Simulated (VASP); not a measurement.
A run of VASP 6.6.1:

File INCAR:

```
PREC     = Accurate       # precision mode
ENCUT    = 600            # plane-wave cutoff, eV
EDIFF    = 1E-7           # SCF threshold, eV
ISMEAR   = 0              # smearing method
SIGMA    = 0.1            # smearing width, eV
LREAL    = False          # projectors in reciprocal space
LASPH    = True           # aspherical terms in the spheres
NELM     = 60             # most SCF steps
ALGO     = Fast           # electronic algorithm
ISIF     = 3              # what is computed and relaxed
LWAVE    = False          # write WAVECAR
LCHARG   = False          # write CHGCAR
GGA      = PS             # functional
IBRION   = 2              # ionic algorithm
NSW      = 100            # ionic steps
EDIFFG   = -0.005         # ionic threshold
```

KPOINTS

```
Automatic mesh
0
Gamma
  18 18 10
```

Contents of POSCAR:

```
Ru
1.0
    2.7057993342      0.0000000000      0.0000000000
   -1.3528996671      2.3432909610      0.0000000000
    0.0000000000      0.0000000000      4.2819000000
Ru
2
Direct
    0.3333333333      0.6666666667      0.2500000000
    0.6666666667      0.3333333333      0.7500000000
```

Potentials or basis: VASP PAW PBE potentials, release 64 (Ru_pv).

Launch:

```sh
$ cat potpaw_PBE.64/Ru_pv/POTCAR > POTCAR
$ mpirun -np 1 vasp_std > vasp.out
```

Hardware: 1 thread of Intel Xeon 8259CL, with other jobs on the host.

Task: How long does it take, and how much memory?

Result: Run time: 12 min on 1 thread of Intel Xeon 8259CL (shared host), peak memory 0.26 GiB. Counts: scf iterations 63, k points 222, ion steps 7.
